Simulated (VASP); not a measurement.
Write the native input for VASP 6.6.1 that does the following.

```
Task                   : relaxation of cell and atoms
Functional             : PBE
Potentials or basis    : VASP PAW PBE potentials, release 64 (Pt, S)
Cutoff                 : 600 eV
k mesh                 : 8 × 8 × 10
Occupations            : gaussian, width 0.1 eV
Spin                   : no spin polarisation
Dipole correction      : no
Further INCAR settings : ALGO = Normal; EDIFF = 1e-06; IBRION = 2; EDIFFG = -0.01; NSW = 100; ISIF = 3
```

The structure of PtS2 lies in POSCAR:

```
PtS2
1.0
    5.4477227416      0.0000000000      0.0000000000
    0.0000000000      5.4477227416      0.0000000000
    0.0000000000      0.0000000000      3.8267566238
Pt S
2 4
Direct
    0.0000000000      0.0000000000      0.0000000000
    0.5000000000      0.5000000000      0.5000000000
    0.6891112177      0.3108887823      0.0000000000
    0.3108887823      0.6891112177      0.0000000000
    0.1891112177      0.1891112177      0.5000000000
    0.8108887823      0.8108887823      0.5000000000
```

The cell was generated, and may not be a known phase.

These files were run (other wordings do the same):

INCAR

```
SYSTEM = PtS2
ALGO = Normal
EDIFF = 1E-6
EDIFFG = -0.01
ENCUT = 600
GGA = PE
IBRION = 2
ISIF = 3
ISMEAR = 0
LASPH = .True.
LCHARG = .False.
LREAL = .False.
LWAVE = .False.
NELM = 60
NSW = 100
PREC = Accurate
SIGMA = 0.1
```

KPOINTS

```
k-points
0
Gamma
  8 8 10
  0 0 0
```

Potentials or basis: VASP PAW PBE potentials, release 64 (Pt, S).

The run is started by

```console
$ cat potpaw_PBE.64/Pt/POTCAR potpaw_PBE.64/S/POTCAR > POTCAR
$ mpirun -np 1 vasp_std > vasp.out
```

It gave:

The relaxed volume is 18.88 Å³/atom and the relaxed cell is a = 5.445 Å, b = 5.445 Å, c = 3.821 Å, α = 90.00°, β = 90.00°, γ = 90.00°. The space group after relaxing (to 0.1 Å) is P4_2/mnm (No. 136) and the energy gained by relaxing is 0.3 meV/atom. The ionic steps are 6 and the pressure after relaxing is 0.0 GPa. The band gap on the k mesh is zero (bands 22 and 23 overlap by 0.46 eV).

Caveat: spin-orbit coupling is left out, which moves the levels of the heavy elements.

Wall time 13 min on 1 thread of Intel Xeon 8259CL, with other jobs on the host, peak memory 0.46 GiB.
